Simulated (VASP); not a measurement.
TiO2:

```
Ti O
1.0
     4.59400    0.00000    0.00000
     0.00000    4.59400    0.00000
     0.00000    0.00000    2.95900
Ti O
2 4
Direct
  0.00000 0.00000 0.00000
  0.50000 0.50000 0.50000
  0.30600 0.30600 0.00000
  0.19400 0.80600 0.50000
  0.69400 0.69400 0.00000
  0.80600 0.19400 0.50000
```

```yaml
Program: VASP 6.6.1
Task: relaxation of cell and atoms
Functional: PBE
Potentials_or_basis: VASP PAW PBE potentials, release 64 (Ti_sv, O)
Cutoff: 600 eV
k_mesh: 6 × 6 × 10
Occupations: gaussian, width 0.02 eV
Spin: no spin polarisation
```

At the start: pressure 5.9 GPa; volume 10.41 Å³/atom.

How do energy, volume and symmetry change on relaxing?

Over 9 steps the energy falls by 5.3 meV/atom and the volume is 10.67 Å³/atom (+2.5 %); space group P4_2/mnm (No. 136, to 0.1 Å) before and after.

Step by step:
```csv
step,energy change (eV),largest force (eV/Å),pressure (GPa),volume (Å³)
1,0.0000,0.2604,5.87,62.45
2,0.0168,0.2383,-6.81,65.96
3,-0.0300,0.0213,-0.13,63.97
4,-0.0299,0.0257,-0.02,63.94
5,-0.0318,0.0009,0.07,63.97
6,-0.0319,0.0083,0.10,63.97
7,-0.0319,0.0062,-0.07,64.03
8,-0.0319,0.0068,-0.04,64.01
9,-0.0319,0.0011,0.00,64.01
```

Final structure:
```
Ti O
1.0
     4.64498    0.00000    0.00000
     0.00000    4.64498    0.00000
     0.00000    0.00000    2.96689
Ti O
2 4
Direct
  0.00000 0.00000 0.00000
  0.50000 0.50000 0.50000
  0.30499 0.30499 0.00000
  0.19501 0.80499 0.50000
  0.69501 0.69501 0.00000
  0.80499 0.19501 0.50000
```
